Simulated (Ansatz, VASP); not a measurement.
# SnO2 in VASP and in Ansatz

```xyz
6
Lattice="4.7586 0.0000 0.0000 0.0000 4.7586 0.0000 0.0000 0.0000 3.2002" Properties=species:S:1:pos:R:3 pbc="T T T"
Sn    0.0000    0.0000    0.0000
Sn    2.3793    2.3793    1.6001
O     1.4557    1.4557    0.0000
O     0.9236    3.8350    1.6001
O     3.3029    3.3029    0.0000
O     3.8350    0.9236    1.6001
```

Alike in both runs: functional r2SCAN; k mesh 6 × 6 × 10; occupations fermi-dirac, width 0.02 eV; no spin polarisation.

Ansatz relaxed the structure, and its values are those at the end. VASP's run is a single point on that final structure, the one shown.

```csv
,VASP,Ansatz
version,VASP 6.6.1,Ansatz 0.2.0
potentials or method,"VASP PAW PBE potentials, release 64 (Sn_d, O), cutoff 520 eV",PAW plane waves
valence electrons in the cell,52,52
```

Ansatz gave:

```
gap on the k mesh at the Fermi level (eV) : 1.79
pressure (GPa)                            : 0.0
rms of the force components (eV/Å)        : 0.000
```

What did VASP give for the same quantities?

gap on the k mesh at the Fermi level (eV): 1.80; pressure (GPa): 1.3; rms of the force components (eV/Å): 0.014.

VASP's potentials were made for PBE, not for r2SCAN. With one functional, cell and mesh, what is left measures potentials, basis and numerics. Ansatz's warnings: stress scf threshold loose.
